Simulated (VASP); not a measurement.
# Cu: density of states with PBE

The system is Cu, a slab with vacuum.

```
CELL_PARAMETERS angstrom
2.56651 0.00000 0.00000
0.00000 2.56651 0.00000
0.00000 0.00000 19.62960
ATOMIC_POSITIONS crystal
Cu 0.00000 0.00000 0.40755
Cu 0.50000 0.50000 0.50000
Cu 0.00000 0.00000 0.59245
```

- Program: VASP 6.6.1
- Task: density of states
- Functional: PBE
- Potentials or basis: VASP PAW PBE potentials, release 64 (Cu)
- Cutoff: 520 eV
- k mesh: 14 × 14 × 1
- Occupations: fermi-dirac, width 0.1 eV
- Spin: no spin polarisation
- Dipole correction: yes
- k mesh for the DOS: 21 × 21 × 1
- Occupations for the DOS: tetrahedron
- Further INCAR settings: ALGO = Normal; EDIFF = 1e-06

```json
{
 "Valence electrons inside the program's atomic spheres": "Cu 9.89, 9.98"
}
```

Levels at points of the mesh, in eV from the Fermi level:
```tsv
k point	band 13	band 14	band 15	band 16	band 17	band 18	band 19	band 20
(0.00, 0.00, 0.00)	-1.84	-1.50	-1.43	-1.43	-1.42	-0.92	1.14	4.25
```

Run time: 3.3 min on 1 thread of Intel Xeon 6975P-C, with other jobs on the host, peak memory 0.3 GiB.
